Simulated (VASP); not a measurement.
# Ni (Fm-3m) in VASP: notebook

Ni is run at these levels: PBE; tasks: single point.

All numbers are computed with VASP 6.6.1; they aren't measurements. Logs are shortened: lines on timing, memory, paths and dates and some standing lists are left out, and cuts for length are marked.

### Step 1. The cell of the first run

The structure is cubic, space group Fm-3m (No. 225). The conventional cell has a = 3.517 Å, b = 3.517 Å, c = 3.517 Å, α = 90.00°, β = 90.00°, γ = 90.00°. Ni (site symmetry m-3m) has 12 Ni at 2.49 Å within 3.3 Å.

### Step 2. Single point, PBE, collinear spin, zero start

INCAR reads:

```
PREC = Accurate
ENCUT = 520
EDIFF = 1E-6
ISMEAR = -1
SIGMA = 0.1
LREAL = F
LASPH = T
NELM = 150
ALGO = Normal
ISIF = 2
LWAVE = F
LCHARG = F
ISPIN = 2
MAGMOM = 0
LORBIT = 11
NUPDOWN = 0.0
LMAXMIX = 4
GGA = PE
NBANDS = 15
```

KPOINTS reads:

```
regular mesh
0
Gamma
  12 12 12
```

POSCAR reads:

```
Ni
1.0
    0.0000000000      1.7585000000      1.7585000000
    1.7585000000      0.0000000000      1.7585000000
    1.7585000000      1.7585000000      0.0000000000
Ni
1
Direct
    0.0000000000      0.0000000000      0.0000000000
```

Potentials or basis: VASP PAW PBE potentials, release 64 (Ni).

Run with:

```console
$ cat potpaw_PBE.64/Ni/POTCAR > POTCAR
$ mpirun -np 1 vasp_std > vasp.out
```

OUTCAR:

```text
PREC = Accurate
   ENCUT = 520
   EDIFF = 1E-6
   ISMEAR = -1
   LREAL = F
   LASPH = T
   NELM = 150
   ISIF = 2
   ISPIN = 2
   LORBIT = 11
   NUPDOWN = 0.0
   GGA = PE

 ion  position               nearest neighbor table
   1  0.000  0.000  0.000-

  LATTYP: Found a face centered cubic cell.
 ALAT       =     3.5170000000

  Lattice vectors:

 A1 = (   0.0000000000,   1.7585000000,   1.7585000000)
 A2 = (   1.7585000000,   0.0000000000,   1.7585000000)
 A3 = (   1.7585000000,   1.7585000000,   0.0000000000)

Analysis of symmetry for initial positions (statically):
=====================================================================
 Subroutine PRICEL returns:
 Original cell was already a primitive cell.

 Routine SETGRP: Setting up the symmetry group for a
 face centered cubic supercell.

 Subroutine GETGRP returns: Found 48 space group operations
 (whereof 48 operations were pure point group operations)
 out of a pool of 48 trial point group operations.

The static configuration has the point symmetry O_h .

Analysis of symmetry for dynamics (positions and initial velocities):
=====================================================================
 Subroutine PRICEL returns:
 Original cell was already a primitive cell.

 Routine SETGRP: Setting up the symmetry group for a
 face centered cubic supercell.

 Subroutine GETGRP returns: Found 48 space group operations
 (whereof 48 operations were pure point group operations)
 out of a pool of 48 trial point group operations.

The dynamic configuration has the point symmetry O_h .

Analysis of structural, dynamic, and magnetic symmetry:
=====================================================================
 Subroutine PRICEL returns:
 Original cell was already a primitive cell.

 Routine SETGRP: Setting up the symmetry group for a
 face centered cubic supercell.

 Subroutine GETGRP returns: Found 48 space group operations
 (whereof 48 operations were pure point group operations)
 out of a pool of 48 trial point group operations.

The overall configuration has the point symmetry O_h .

 Subroutine INISYM returns: Found 48 space group operations
 (whereof 48 operations are pure point group operations),
 and found     1 'primitive' translations

----------------------------------------------------------------------------------------

                                     Primitive cell

  volume of cell :      10.8757

  direct lattice vectors                    reciprocal lattice vectors
     0.000000000  1.758500000  1.758500000    -0.284333239  0.284333239  0.284333239
     1.758500000  0.000000000  1.758500000     0.284333239 -0.284333239  0.284333239
     1.758500000  1.758500000  0.000000000     0.284333239  0.284333239 -0.284333239

  length of vectors
     2.486894549  2.486894549  2.486894549     0.492479615  0.492479615  0.492479615

  position of ions in fractional coordinates (direct lattice)
     0.000000000  0.000000000  0.000000000

  ion indices of the primitive-cell ions
   primitive index   ion index
                 1           1

----------------------------------------------------------------------------------------

 KPOINTS: regular mesh

Automatic generation of k-mesh.
 Grid dimensions read from file:
 generate k-points for:   12   12   12

 Generating k-lattice:

  Cartesian coordinates                     Fractional coordinates (reciprocal lattice)
    -0.023694437  0.023694437  0.023694437     0.083333333  0.000000000  0.000000000
     0.023694437 -0.023694437  0.023694437     0.000000000  0.083333333  0.000000000
     0.023694437  0.023694437 -0.023694437     0.000000000  0.000000000  0.083333333

  Length of vectors
     0.041039968  0.041039968  0.041039968

  Shift w.r.t. Gamma in fractional coordinates (k-lattice)
     0.000000000  0.000000000  0.000000000

 Subroutine IBZKPT returns following result:
 ===========================================

 Found     72 irreducible k-points:

 Following reciprocal coordinates:
            Coordinates               Weight
  0.000000  0.000000  0.000000      1.000000
  0.083333  0.000000  0.000000      8.000000
  0.166667  0.000000  0.000000      8.000000
  0.250000  0.000000  0.000000      8.000000
  0.333333  0.000000  0.000000      8.000000
  0.416667  0.000000  0.000000      8.000000
[... 16 lines left out ...]
  0.500000  0.166667  0.000000     24.000000
 -0.416667  0.166667  0.000000     24.000000
 [... further k-points ...]
   k-points           NKPTS =     72   k-points in BZ     NKDIM =     72   number of bands    NBANDS=     15
   number of dos      NEDOS =    301   number of ions     NIONS =      1
   total plane-waves  NPLWV =   5832
   dimension x,y,z NGX =    18 NGY =   18 NGZ =   18
   dimension x,y,z NGXF=    36 NGYF=   36 NGZF=   36
   ions per type =               1
   NGX,Y,Z   is equivalent  to a cutoff of  12.03, 12.03, 12.03 a.u.
   NGXF,Y,Z  is equivalent  to a cutoff of  24.07, 24.07, 24.07 a.u.
 SYSTEM =  unknown system
   PREC   = accura    normal or accurate (medium, high low for compatibility)
   ISTART =      0    job   : 0-new  1-cont  2-samecut
   ICHARG =      2    charge: 1-file 2-atom 10-const
   ISPIN  =      2    spin polarized calculation?
   LNONCOLLINEAR =      F non collinear calculations
   LSORBIT =      F    spin-orbit coupling
   LASPH  =      T    aspherical Exc in radial PAW
   ENCUT  =  520.0 eV  38.22 Ry    6.18 a.u.   4.62  4.62  4.62*2*pi/ulx,y,z
   NELM   =    150;   NELMIN=  2; NELMDL= -5     # of ELM steps
   EDIFF  = 0.1E-05   stopping-criterion for ELM
   LREAL  =      F    real-space projection
   EDIFFG = 0.1E-04   stopping-criterion for IOM
   NSW    =      0    number of steps for IOM
   IBRION =     -1    ionic relax: 0-MD 1-quasi-New 2-CG
   NFREE  =      0    steps in history (QN), initial steepest desc. (CG)
   ISIF   =      2    stress and relaxation
   ISYM   =      2    0-nonsym 1-usesym 2-fastsym
   POTIM  = 0.5000    time-step for ionic-motion
   TEBEG  =    0.0;   TEEND  =   0.0 temperature during run
   PSTRESS=    0.0 pullay stress
   NELECT =      10.0000    total number of electrons
   NUPDOWN=       0.0000    fix difference up-down
   EMIN   =  10.00;   EMAX   =-10.00  energy-range for DOS
   EFERMI =   0.00;   METHOD = LEGACY
   ISMEAR =    -1;   SIGMA  =   0.10  broadening in eV -4-tet -1-fermi 0-gaus
   EFERMI_NEDOS =   21; number of points for ismear=-14 and -15
   IALGO  =     38    algorithm
   IMIX   =      4    mixing-type and parameters
     AMIX     =   0.40;   BMIX     =  1.00
     AMIX_MAG =   1.60;   BMIX_MAG =  1.00
  volume/ion in A,a.u.               =      10.88        73.39
  Fermi-wavevector in a.u.,A,eV,Ry     =   1.591924  3.008301 34.480204  2.534224
  Thomas-Fermi vector in A             =   2.690389
   LORBIT       =     11    0 simple, 1 ext, 2 COOP (PROOUT), +10 PAW based schemes
   GGA     = PE    functional components
   LHFCALC =     F    Hartree Fock is set to
   AEXX    =    0.0000 exact exchange contribution
   IVDW    =     0    specifies the selected vdW correction
   LEPSILON=     F    determine dielectric tensor
   LRPA    =     F    only Hartree local field effects (RPA)
 spin polarized calculation
  energy-cutoff  :      520.00
  volume of cell :       10.88
 maximum number of plane-waves:       304
   NGX =  9   NGY =  9   NGZ =  9

 number of electron      10.0000013 magnetization      -0.0000000

 number of electron      10.0000013 magnetization       0.0000000

 Free energy of the ion-electron system (eV)
  ---------------------------------------------------
  ext. energy  EPLUGINS =         0.00000000
  ---------------------------------------------------
  free energy    TOTEN  =        -5.46861968 eV

  energy without entropy =       -5.38441921  energy(sigma->0) =       -5.42651945

 E-fermi :   9.2194     XC(G=0): -13.2563

 val. band max:        9.2053843377   @ k =   0.5000   0.1667   0.0000
 cond. band min:       9.2329482775   @ k =   0.5000   0.2500   0.0000
 fundamental gap:      0.0275639398
 Fermi energy:         9.2193974023

 spin component 1

 k-point     1 :       0.0000    0.0000    0.0000
  band No.  band energies     occupation
      1       0.3514      1.00000
      2       7.3459      1.00000
      3       7.3459      1.00000
      4       7.3459      1.00000
      5       8.4409      0.99958
      6       8.4409      0.99958
      7      33.0278      0.00000
      8      36.9630      0.00000
      9      36.9630      0.00000
     10      36.9630      0.00000
     11      39.9687      0.00000
     12      39.9687      0.00000
     13      39.9687      0.00000
     14      42.8058      0.00000
     15      49.2786      0.00000

 k-point     2 :       0.0833    0.0000    0.0000
  band No.  band energies     occupation
      1       0.6224      1.00000
      2       7.2729      1.00000
      3       7.4056      1.00000
      4       7.4056      1.00000
      5       8.4163      0.99967
      6       8.4163      0.99967
      7      31.9808      0.00000
      8      34.6218      0.00000
      9      36.4067      0.00000
     10      36.4067      0.00000
     11      40.8135      0.00000
     12      40.8135      0.00000
     13      41.0829      0.00000
     14      45.1792      0.00000
     15      47.1570      0.00000
[... 365 lines left out ...]
      3       7.3640      1.00000
      4       7.7191      1.00000
      5       9.2054      0.53498
      6      11.2320      0.00000
      7      16.3642      0.00000
      8      27.1448      0.00000
      9      29.8212      0.00000
     10      31.8531      0.00000
     11      42.2037      0.00000
     12      42.2554      0.00000
     13      46.5359      0.00000
     14      49.0929      0.00000
     15      56.1317      0.00000

 k-point    24 :      -0.4167    0.1667    0.0000
  band No.  band energies     occupation
      1       5.3470      1.00000
      2       6.8202      1.00000
      3       7.4384      1.00000
      4       7.6730      1.00000
      5       9.0479      0.84751
      6      11.7267      0.00000
      7      15.7248      0.00000
      8      26.1663      0.00000
      9      30.9445      0.00000
     10      32.1191      0.00000
     11      41.3135      0.00000
     12      41.7690      0.00000
     13      48.8014      0.00000
     14      51.4970      0.00000
     15      52.7214      0.00000

 [... further k-points ...]

 spin component 2

 k-point     1 :       0.0000    0.0000    0.0000
  band No.  band energies     occupation
      1       0.3514      1.00000
      2       7.3459      1.00000
      3       7.3459      1.00000
      4       7.3459      1.00000
      5       8.4409      0.99958
      6       8.4409      0.99958
      7      33.0278      0.00000
      8      36.9630      0.00000
      9      36.9630      0.00000
     10      36.9630      0.00000
     11      39.9686      0.00000
     12      39.9686      0.00000
     13      39.9686      0.00000
     14      42.8059      0.00000
     15      49.2786      0.00000

 k-point     2 :       0.0833    0.0000    0.0000
  band No.  band energies     occupation
      1       0.6224      1.00000
      2       7.2729      1.00000
      3       7.4056      1.00000
      4       7.4056      1.00000
      5       8.4163      0.99967
      6       8.4163      0.99967
      7      31.9808      0.00000
      8      34.6218      0.00000
      9      36.4067      0.00000
     10      36.4067      0.00000
     11      40.8135      0.00000
     12      40.8135      0.00000
     13      41.0829      0.00000
     14      45.1792      0.00000
     15      47.1570      0.00000
[... 365 lines left out ...]
      3       7.3640      1.00000
      4       7.7191      1.00000
      5       9.2054      0.53497
      6      11.2320      0.00000
      7      16.3642      0.00000
      8      27.1448      0.00000
      9      29.8212      0.00000
     10      31.8531      0.00000
     11      42.2037      0.00000
     12      42.2554      0.00000
     13      46.5359      0.00000
     14      49.0929      0.00000
     15      56.1317      0.00000

 k-point    24 :      -0.4167    0.1667    0.0000
  band No.  band energies     occupation
      1       5.3470      1.00000
      2       6.8202      1.00000
      3       7.4384      1.00000
      4       7.6730      1.00000
      5       9.0479      0.84751
      6      11.7267      0.00000
      7      15.7248      0.00000
      8      26.1663      0.00000
      9      30.9445      0.00000
     10      32.1191      0.00000
     11      41.3135      0.00000
     12      41.7690      0.00000
     13      48.8014      0.00000
     14      51.4970      0.00000
     15      52.7214      0.00000

 [... further k-points ...]
[... 5 lines left out ...]
  --------------------------------------------------------------------------------------
  -------------------------------------------------------------------------------------
  Total       -0.0370314     -0.0370314     -0.0370314     -0.0000000     -0.0000000     -0.0000000
  in kB       -5.4553691     -5.4553691     -5.4553691     -0.0000000     -0.0000000     -0.0000000
  external PRESSURE =      -5.4553691 kB  Pullay stress =       0.0000000 kB

 VOLUME and BASIS-vectors are now :
 -----------------------------------------------------------------------------
  energy-cutoff  :      520.00
  volume of cell :       10.88
      direct lattice vectors                 reciprocal lattice vectors
     0.000000000  1.758500000  1.758500000    -0.284333239  0.284333239  0.284333239
     1.758500000  0.000000000  1.758500000     0.284333239 -0.284333239  0.284333239
     1.758500000  1.758500000  0.000000000     0.284333239  0.284333239 -0.284333239

 POSITION                                       TOTAL-FORCE (eV/Angst)
 -----------------------------------------------------------------------------------
      0.00000      0.00000      0.00000         0.000000      0.000000      0.000000
 -----------------------------------------------------------------------------------
    total drift:                                0.000000     -0.000000     -0.000000

  FREE ENERGIE OF THE ION-ELECTRON SYSTEM (eV)
  ---------------------------------------------------
  free  energy   TOTEN  =        -5.4686196843 eV

  energy  without entropy=       -5.3844192064  energy(sigma->0) =       -5.42651945

 total charge

# of ion       s       p       d       tot
------------------------------------------
    1        0.494   0.494   8.325   9.313

 magnetization (x)

# of ion       s       p       d       tot
------------------------------------------
    1        0.000  -0.000   0.000   0.000
```

Wall time 25 s (1 thread of Intel Xeon Platinum 8375C at 2.90GHz (Ice Lake), shared host); peak memory 0.13 GiB.

Results:

* Free energy: -5.4686 eV
* Pressure: -0.5 GPa
* Net moment: 0.00 μB per cell
* Valence electrons inside the program's atomic spheres: Ni 9.31

Caveat: the total moment is fixed, so each spin has its own Fermi level.

### Step 3. Single point, PBE, collinear spin, ferromagnetic start

INCAR reads:

```
SYSTEM = Ni
PREC     = Accurate       ! precision mode
ENCUT    = 520            ! plane-wave cutoff, eV
EDIFF    = 1E-6           ! SCF threshold, eV
ISMEAR   = -1             ! smearing method
SIGMA    = 0.1            ! smearing width, eV
LREAL    = .False.        ! projectors in reciprocal space
LASPH    = .True.         ! aspherical terms in the spheres
NELM     = 150            ! most SCF steps
ALGO     = Normal         ! electronic algorithm
ISIF     = 2              ! what is computed and relaxed
LWAVE    = .False.        ! write WAVECAR
LCHARG   = .False.        ! write CHGCAR
ISPIN    = 2              ! spin polarisation
MAGMOM   = 2              ! initial moments
LORBIT   = 11             ! projections on sites
LMAXMIX  = 4              ! l up to which the mixer works
GGA      = PE             ! functional
NBANDS   = 15             ! bands
```

KPOINTS reads:

```
regular mesh
0
Gamma
  12 12 12
  0 0 0
```

POSCAR is that of step 2.

Potentials or basis: VASP PAW PBE potentials, release 64 (Ni).

Run with:

```console
$ cat potpaw_PBE.64/Ni/POTCAR > POTCAR
$ mpirun -np 1 vasp_std > vasp.out
```

It took 29 s on 1 thread of Intel Xeon Platinum 8375C at 2.90GHz (Ice Lake), shared host; peak memory 0.13 GiB.

The run converged. Its results:

- Free energy: -5.4975 eV
- Pressure: 0.7 GPa
- Net moment: 0.63 μB per cell
- Site moments: Ni +0.64 μB
- Valence electrons inside the program's atomic spheres: Ni 9.31

Levels at points of the mesh, in eV from the Fermi level:
Spin up:
```tsv
k point	band 2	band 3	band 4	band 5	band 6	band 7	band 8	band 9
(0.00, 0.00, 0.00)	-2.41	-2.41	-2.41	-1.25	-1.25	23.75	27.60	27.60
(0.50, 0.00, 0.00)	-2.40	-2.40	-0.59	-0.59	-0.28	5.68	22.23	24.70
(0.50, 0.50, 0.00)	-4.17	-0.54	-0.45	-0.45	2.46	9.23	14.84	14.84
```
Spin down:
| k point | band 2 | band 3 | band 4 | band 5 | band 6 | band 7 |
| --- | --- | --- | --- | --- | --- | --- |
| (0.00, 0.00, 0.00) | -1.67 | -1.67 | -1.67 | -0.65 | -0.65 | 23.58 |
| (0.50, 0.00, 0.00) | -1.78 | -1.78 | -0.34 | 0.17 | 0.17 | 6.10 |
| (0.50, 0.50, 0.00) | -3.57 | 0.09 | 0.40 | 0.40 | 2.43 | 9.49 |
